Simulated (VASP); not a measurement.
A run of VASP 6.6.1 is set up as follows.

Contents of INCAR:

```
SYSTEM = Mg2Zn3O
PREC = Accurate
ENCUT = 600
EDIFF = 1E-6
ISMEAR = 0
SIGMA = 0.2
LREAL = .FALSE.
LASPH = .TRUE.
NELM = 120
ALGO = Normal
ISIF = 2
LWAVE = .FALSE.
LCHARG = .FALSE.
GGA = PE
NBANDS = 32
GGA_COMPAT = .FALSE.
```

Contents of KPOINTS:

```
Automatic mesh
0
G
  5 5 2
  0 0 0
```

Contents of POSCAR:

```
Mg2Zn3O
1.0
    4.4172899641      0.0000000033      0.0000000000
   -2.2086449850      3.8254853231      0.0000000000
    0.0000000000      0.0000000000      5.7767696159
Mg Zn O
2 3 1
Direct
    0.3333333333      0.6666666667      0.5000000000
    0.6666666667      0.3333333333      0.5000000000
    0.3333333333      0.6666666667      0.0000000000
    0.6666666667      0.3333333333      0.0000000000
    0.0000000000      0.0000000000      0.0000000000
    0.0000000000      0.0000000000      0.5000000000
```

Potentials or basis: VASP PAW PBE potentials, release 64 (Mg, Zn, O).

Run with:

```console
$ cat potpaw_PBE.64/Mg/POTCAR potpaw_PBE.64/Zn/POTCAR potpaw_PBE.64/O/POTCAR > POTCAR
$ mpirun -np 1 vasp_std > vasp.out
```

Task: Estimate the band gap on the k mesh.

Result: Zero (band 23 reaches 5.03 eV, above the bottom of band 24 at 2.46 eV).

Task: Estimate the pressure.

Result: 0.1 GPa.

Stress tensor (GPa, compression positive):
```
 0.28  0.00  0.00
 0.00  0.28  0.00
 0.00  0.00 -0.22
```

Caveat: the k points lie up to 0.54 Å⁻¹ apart.
